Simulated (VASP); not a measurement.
Os, 1 atom in the cell. Symmetry: I4/mmm, No. 139, tetragonal system. The conventional cell has a = 2.709 Å, b = 2.709 Å, c = 3.948 Å, α = 90.00°, β = 90.00°, γ = 90.00°. Within 3.6 Å of Os (site symmetry 4/mmm) lie 12 Os at 2.71 to 2.75 Å.  This cell differs from its parent crystal: strain -0.015 along x and y, +0.015 along z.

```yaml
Program: VASP 6.6.1
Task: single point
Functional: r2SCAN
Potentials_or_basis: VASP PAW PBE potentials, release 64 (Os)
Cutoff: 520 eV
k_mesh: 20 × 20 × 20
Occupations: gaussian, width 0.15 eV
Spin: no spin polarisation
Dipole_correction: no
Further_INCAR_settings: ALGO = Normal; EDIFF = 1e-06; NBANDS = 10
```

Potentials or basis: VASP PAW PBE potentials, release 64 (Os).

The run is started by

```console
$ cat potpaw_PBE.64/Os/POTCAR > POTCAR
$ cp INCAR.step1 INCAR
$ mpirun -np 1 vasp_std > vasp.out
$ cp INCAR.step2 INCAR
$ mpirun -np 1 vasp_std > vasp.out
```

Hardware: 1 thread of Intel(R) Xeon(R) 6975P-C (Granite Rapids) (shared host).

Q: How long does it take, and how much memory?

A: Wall time 110 s on 1 thread of Intel(R) Xeon(R) 6975P-C (Granite Rapids), with other jobs on the host, peak memory 0.21 GiB. Counts: k points 641.
